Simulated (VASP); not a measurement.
Here is a VASP 6.6.1 calculation.

The input INCAR:

```
SYSTEM = LiH
PREC = Accurate ; ENCUT = 520
EDIFF = 1E-6 ; ISMEAR = 0
SIGMA = 0.01 ; LREAL = .False.
LASPH = .True. ; NELM = 60
ALGO = Normal ; ISIF = 2
LWAVE = .False. ; LCHARG = .True.
GGA = PE ; LELF = .True.
LVHAR = .True. ; NBANDS = 12
```

KPOINTS

```
regular mesh
0
Gamma
  6 6 4
  0 0 0
```

POSCAR

```
LiH
1.0
    2.7815484418      0.0000000000      0.0000000000
   -1.3907742209      2.4088916124      0.0000000000
    0.0000000000      0.0000000000      4.8729606993
Li H
2 2
Direct
    0.0000000000      0.0000000000      0.0000000000
    0.0000000000      0.0000000000      0.5000000000
    0.3333333333      0.6666666667      0.2500000000
    0.6666666667      0.3333333333      0.7500000000
```

Potentials or basis: VASP PAW PBE potentials, release 64 (Li_sv, H).

Command:

```bash
$ cat potpaw_PBE.64/Li_sv/POTCAR potpaw_PBE.64/H/POTCAR > POTCAR
$ mpirun -np 1 vasp_std > vasp.out
```

Task: What does it give for the band gap on the k mesh?

Result: 4.36 eV, indirect (least direct gap 4.95 eV).

Caveat: the k points lie up to 0.43 Å⁻¹ apart. A hybrid or GW would open this gap; PBE tends to underestimate it.
